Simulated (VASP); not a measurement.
# BN (P4_2/mnm) in VASP: single point with PBEsol

Aim: the single point of BN with PBEsol.

Program: VASP 6.6.1. These are calculated values, not measurements. Logs are shortened: lines on timing, memory, paths and dates and some standing lists are left out, and cuts for length are marked.

## Step 1: The cell of the first run

It takes space group P4_2/mnm (No. 136, tetragonal). The conventional cell has a = 4.424 Å, b = 4.424 Å, c = 2.550 Å, α = 90.00°, β = 90.00°, γ = 90.00°. B (site symmetry m2m) has 4 N at 1.54 to 1.60 Å within 2.1 Å. N (site symmetry m2m) has 4 B at 1.54 to 1.60 Å within 2.1 Å.

## Step 2: Single point, PBEsol

File INCAR:

```
SYSTEM = BN
ALGO = Normal ; EDIFF = 1E-6
ENCUT = 600 ; GGA = PS
GGA_COMPAT = .False. ; ISIF = 2
ISMEAR = 0 ; LASPH = .True.
LCHARG = .True. ; LELF = .True.
LREAL = .False. ; LVHAR = .True.
LWAVE = .False. ; NBANDS = 26
NELM = 120 ; PREC = Accurate
SIGMA = 0.1
```

File KPOINTS:

```
k-points
0
Gamma
  4 4 8
  0 0 0
```

File POSCAR:

```
BN
1.0
    4.4242230000      0.0000000000      0.0000000000
    0.0000000000      4.4242230000      0.0000000000
    0.0000000000      0.0000000000      2.5503560000
B N
4 4
Direct
    0.1742830000      0.8257170000      0.5000000000
    0.3257170000      0.3257170000      0.0000000000
    0.6742830000      0.6742830000      0.0000000000
    0.8257170000      0.1742830000      0.5000000000
    0.8126010000      0.8126010000      0.5000000000
    0.3126010000      0.6873990000      0.0000000000
    0.6873990000      0.3126010000      0.0000000000
    0.1873990000      0.1873990000      0.5000000000
```

Potentials or basis: VASP PAW PBE potentials, release 64 (B, N).

On the command line:

```
$ cat potpaw_PBE.64/B/POTCAR potpaw_PBE.64/N/POTCAR > POTCAR
$ mpirun -np 1 vasp_std > vasp.out
```

OUTCAR:

```text
SYSTEM = BN
   EDIFF = 1E-6
   ENCUT = 600
   GGA = PS
   ISIF = 2
   ISMEAR = 0
   LASPH = .True.
   LREAL = .False.
   NELM = 120
   PREC = Accurate

 ion  position               nearest neighbor table
   1  0.174  0.826  0.500-   6 1.54   6 1.54   8 1.60   5 1.60
   2  0.326  0.326  0.000-   8 1.54   8 1.54   6 1.60   7 1.60
   3  0.674  0.674  0.000-   5 1.54   5 1.54   7 1.60   6 1.60
   4  0.826  0.174  0.500-   7 1.54   7 1.54   8 1.60   5 1.60
   5  0.813  0.813  0.500-   3 1.54   3 1.54   4 1.60   1 1.60
   6  0.313  0.687  0.000-   1 1.54   1 1.54   3 1.60   2 1.60
   7  0.687  0.313  0.000-   4 1.54   4 1.54   2 1.60   3 1.60
   8  0.187  0.187  0.500-   2 1.54   2 1.54   4 1.60   1 1.60

  LATTYP: Found a simple tetragonal cell.
 ALAT       =     4.4242230000
 C/A-ratio  =     0.5764528596

  Lattice vectors:

 A1 = (   4.4242230000,   0.0000000000,   0.0000000000)
 A2 = (   0.0000000000,   4.4242230000,   0.0000000000)
 A3 = (   0.0000000000,   0.0000000000,   2.5503560000)

Analysis of symmetry for initial positions (statically):
=====================================================================
 Subroutine PRICEL returns:
 Original cell was already a primitive cell.

 Routine SETGRP: Setting up the symmetry group for a
 simple tetragonal supercell.

 Subroutine GETGRP returns: Found 16 space group operations
 (whereof  8 operations were pure point group operations)
 out of a pool of 16 trial point group operations.

The static configuration has the point symmetry D_2h.
 The point group associated with its full space group is D_4h.

Analysis of symmetry for dynamics (positions and initial velocities):
=====================================================================
 Subroutine PRICEL returns:
 Original cell was already a primitive cell.

 Routine SETGRP: Setting up the symmetry group for a
 simple tetragonal supercell.

 Subroutine GETGRP returns: Found 16 space group operations
 (whereof  8 operations were pure point group operations)
 out of a pool of 16 trial point group operations.

The dynamic configuration has the point symmetry D_2h.
 The point group associated with its full space group is D_4h.

 Subroutine INISYM returns: Found 16 space group operations
 (whereof  8 operations are pure point group operations),
 and found     1 'primitive' translations

----------------------------------------------------------------------------------------
[... 105 lines left out ...]
   EDIFF  = 0.1E-05   stopping-criterion for ELM
   LREAL  =      F    real-space projection
   EDIFFG = 0.1E-04   stopping-criterion for IOM
   NSW    =      0    number of steps for IOM
   IBRION =     -1    ionic relax: 0-MD 1-quasi-New 2-CG
   NFREE  =      0    steps in history (QN), initial steepest desc. (CG)
   ISIF   =      2    stress and relaxation
   ISYM   =      2    0-nonsym 1-usesym 2-fastsym
   POTIM  = 0.5000    time-step for ionic-motion
   TEBEG  =    0.0;   TEEND  =   0.0 temperature during run
   PSTRESS=    0.0 pullay stress
   NELECT =      32.0000    total number of electrons
   NUPDOWN=      -1.0000    fix difference up-down
   EMIN   =  10.00;   EMAX   =-10.00  energy-range for DOS
   EFERMI =   0.00;   METHOD = LEGACY
   ISMEAR =     0;   SIGMA  =   0.10  broadening in eV -4-tet -1-fermi 0-gaus
   EFERMI_NEDOS =   21; number of points for ismear=-14 and -15
   IALGO  =     38    algorithm
   IMIX   =      4    mixing-type and parameters
     AMIX     =   0.40;   BMIX     =  1.00
     AMIX_MAG =   1.60;   BMIX_MAG =  1.00
  volume/ion in A,a.u.               =       6.24        42.11
  Fermi-wavevector in a.u.,A,eV,Ry     =   1.411562  2.667465 27.109698  1.992507
  Thomas-Fermi vector in A             =   2.533400
   LORBIT       =      0    0 simple, 1 ext, 2 COOP (PROOUT), +10 PAW based schemes
   GGA     = PS    functional components
   LHFCALC =     F    Hartree Fock is set to
   AEXX    =    0.0000 exact exchange contribution
   IVDW    =     0    specifies the selected vdW correction
   LEPSILON=     F    determine dielectric tensor
   LRPA    =     F    only Hartree local field effects (RPA)
 non-spin polarized calculation
 Gauss-broadening in eV      SIGMA  =   0.10
  energy-cutoff  :      600.00
  volume of cell :       49.92
 maximum number of plane-waves:      1684
 NGX is ok and might be reduce to    36
   NGX = 17   NGY = 17   NGZ = 11

 number of electron      32.0000005 magnetization

 Free energy of the ion-electron system (eV)
  ---------------------------------------------------
  ext. energy  EPLUGINS =         0.00000000
  ---------------------------------------------------
  free energy    TOTEN  =       -72.48683115 eV

  energy without entropy =      -72.48683115  energy(sigma->0) =      -72.48683115

 E-fermi :   7.1883     XC(G=0): -12.6487

 val. band max:        6.7563105243   @ k =   0.0000   0.0000   0.0000
 cond. band min:      11.4672467061   @ k =   0.0000   0.0000   0.2500
 fundamental gap:      4.7109361817
 Fermi energy:         7.1882741320

 k-point     1 :       0.0000    0.0000    0.0000
  band No.  band energies     occupation
      1     -13.2538      2.00000
      2      -9.2260      2.00000
      3      -9.2260      2.00000
      4      -8.9780      2.00000
      5      -3.0615      2.00000
      6      -2.4493      2.00000
[... 685 lines left out ...]
     25      20.4814      0.00000
     26      20.4814      0.00000

 [... further k-points ...]
[... 5 lines left out ...]
  --------------------------------------------------------------------------------------
  -------------------------------------------------------------------------------------
  Total       -1.6963229     -1.6963229     -1.6785944     -0.0000000      0.0000000      0.0000000
  in kB      -54.4432798    -54.4432798    -53.8742845     -0.0000000      0.0000000      0.0000000
  external PRESSURE =     -54.2536147 kB  Pullay stress =       0.0000000 kB

 VOLUME and BASIS-vectors are now :
 -----------------------------------------------------------------------------
  energy-cutoff  :      600.00
  volume of cell :       49.92
      direct lattice vectors                 reciprocal lattice vectors
     4.424223000  0.000000000  0.000000000     0.226028390  0.000000000  0.000000000
     0.000000000  4.424223000  0.000000000     0.000000000  0.226028390  0.000000000
     0.000000000  0.000000000  2.550356000     0.000000000  0.000000000  0.392102122

 POSITION                                       TOTAL-FORCE (eV/Angst)
 -----------------------------------------------------------------------------------
      0.77107      3.65316      1.27518        -0.007002      0.007002      0.000000
      1.44104      1.44104      0.00000         0.007002      0.007002      0.000000
      2.98318      2.98318      0.00000        -0.007002     -0.007002     -0.000000
      3.65316      0.77107      1.27518         0.007002     -0.007002     -0.000000
      3.59513      3.59513      1.27518         0.003883      0.003883     -0.000000
      1.38302      3.04121      0.00000         0.003883     -0.003883      0.000000
      3.04121      1.38302      0.00000        -0.003883      0.003883     -0.000000
      0.82909      0.82909      1.27518        -0.003883     -0.003883      0.000000
 -----------------------------------------------------------------------------------
    total drift:                               -0.000000     -0.000000     -0.000000

  FREE ENERGIE OF THE ION-ELECTRON SYSTEM (eV)
  ---------------------------------------------------
  free  energy   TOTEN  =       -72.4868311487 eV

  energy  without entropy=      -72.4868311487  energy(sigma->0) =      -72.48683115
```

stdout:

```text
POSCAR found type information on POSCAR B N
 POSCAR found :  2 types and       8 ions
 scaLAPACK will be used
 -----------------------------------------------------------------------------
|                                                                             |
|                                                                             |
|     You enforced a specific xc type in the INCAR file but a different       |
|     I HOPE YOU KNOW WHAT YOU ARE DOING!                                     |
|                                                                             |
 -----------------------------------------------------------------------------

 LDA part: xc-table for (Slater+PW92), standard interpolation
 POSCAR, INCAR and KPOINTS ok, starting setup
 FFT: planning ... GRIDC
 FFT: planning ... GRID_SOFT
 FFT: planning ... GRID
 WAVECAR not read
 entering main loop
```

Run time: 58 s. Hardware: 1 thread of Intel Xeon 8259CL, shared host; peak memory 0.18 GiB.

Results:

| Item | Value |
| --- | --- |
| Free energy | -72.4868 eV |
| Pressure | -5.4 GPa |
| Largest force | 0.010 eV/Å |
| Band gap on the k mesh | 4.71 eV, indirect (least direct gap 5.78 eV) |

Forces on the atoms (eV/Å):
```
B   -0.007  0.007  0.000
B    0.007  0.007  0.000
B   -0.007 -0.007  0.000
B    0.007 -0.007  0.000
N    0.004  0.004  0.000
N    0.004 -0.004  0.000
N   -0.004  0.004  0.000
N   -0.004 -0.004  0.000
```

Levels at points of the mesh, in eV from the valence-band top:
```csv
k point,band 13,band 14,band 15,band 16,band 17,band 18,band 19,band 20
"(0.00, 0.00, 0.00)",-0.41,-0.22,0.00,0.00,6.98,7.47,8.38,8.38
"(0.50, 0.00, 0.00)",-1.41,-1.41,-1.27,-1.27,7.85,7.85,8.34,8.34
"(0.50, 0.50, 0.00)",-2.66,-2.66,-2.45,-2.45,7.36,7.36,8.20,8.20
"(0.00, 0.00, 0.50)",-4.19,-4.19,-3.38,-3.38,6.34,6.34,10.13,10.13
"(0.50, 0.00, 0.50)",-3.59,-3.59,-2.20,-2.20,6.71,6.71,8.68,8.68
"(0.50, 0.50, 0.50)",-2.97,-2.97,-2.49,-2.49,6.10,6.10,6.88,6.88
```

Caveat: the PAW data sets were made with another functional, which shifts forces and pressure a little. As with any semilocal functional, this PBEsol gap is likely too small.
